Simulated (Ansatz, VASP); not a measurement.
## Rh: VASP beside Ansatz

POSCAR

```
Rh
1.0
    0.0000000000      1.8730267500      1.8730267500
    1.8730267500      0.0000000000      1.8730267500
    1.8730267500      1.8730267500      0.0000000000
Rh
1
Direct
    0.0000000000      0.0000000000      0.0000000000
```

INCAR.step1

```
PREC     = Accurate       # precision mode
ENCUT    = 680            # plane-wave cutoff, eV
ISMEAR   = 0              # smearing method
SIGMA    = 0.15           # smearing width, eV
LREAL    = False          # projectors in reciprocal space
LASPH    = True           # aspherical terms in the spheres
NELM     = 120            # most SCF steps
NBANDS   = 14             # bands
GGA      = PE             # functional
ALGO     = Normal         # electronic algorithm
EDIFF    = 1E-5           # SCF threshold, eV
LWAVE    = True           # write WAVECAR
LCHARG   = False          # write CHGCAR
GGA_COMPAT= False
```

INCAR.step2

```
PREC     = Accurate       # precision mode
ENCUT    = 680            # plane-wave cutoff, eV
EDIFF    = 1E-6           # SCF threshold, eV
ISMEAR   = 0              # smearing method
SIGMA    = 0.15           # smearing width, eV
LREAL    = False          # projectors in reciprocal space
LASPH    = True           # aspherical terms in the spheres
NELM     = 120            # most SCF steps
ALGO     = Normal         # electronic algorithm
ISIF     = 2              # what is computed and relaxed
LWAVE    = False          # write WAVECAR
LCHARG   = True           # write CHGCAR
METAGGA  = R2SCAN         # meta-GGA
LMIXTAU  = True         
LELF     = True           # ELF
LVHAR    = True         
NBANDS   = 14             # bands
ISTART   = 1            
GGA_COMPAT= False
```

KPOINTS

```
regular mesh
0
Gamma
  8 8 8
```

Input for Ansatz:

```yaml
crystal:
  lattice:
    - [0.0, 1.87302675, 1.87302675]
    - [1.87302675, 0.0, 1.87302675]
    - [1.87302675, 1.87302675, 0.0]
  atoms:
    - { symbol: Rh, position: [0.0, 0.0, 0.0] }
basis:
  ecutwfc: 500
kpoints:
  mp_grid: { grid: [8, 8, 8] }
hamiltonian:
  xc: r2scan
scf:
  occupations: { method: gaussian, width: 0.15 }
output:
  forces: true
  stress: true
  eigenvalues: true
```

Change from the starting cell: strain -0.015 along x and y, -0.015 along z, atoms carried along.

Alike in both runs: task single point; functional r2SCAN; k mesh 8 × 8 × 8; occupations gaussian, width 0.15 eV; no spin polarisation.

|  | VASP | Ansatz |
| --- | --- | --- |
| version | VASP 6.6.1 | Ansatz 0.2.0 |
| potentials or method | VASP PAW PBE potentials, release 64 (Rh_sv_GW), cutoff 680 eV | scalar-relativistic, plane waves, PAW |
| valence electrons in the cell | 17 | 17 |

```tsv
	VASP	Ansatz	Ansatz less VASP
gap on the k mesh at the Fermi level (eV)	none	none	-
pressure (GPa)	14.5	14.4	-0.06
```

VASP's potentials were made for PBE, not for r2SCAN. A gap of «none» marks a metal or a gap that the smearing closes.

The k mesh is coarse, so the values compare programs but aren't converged.
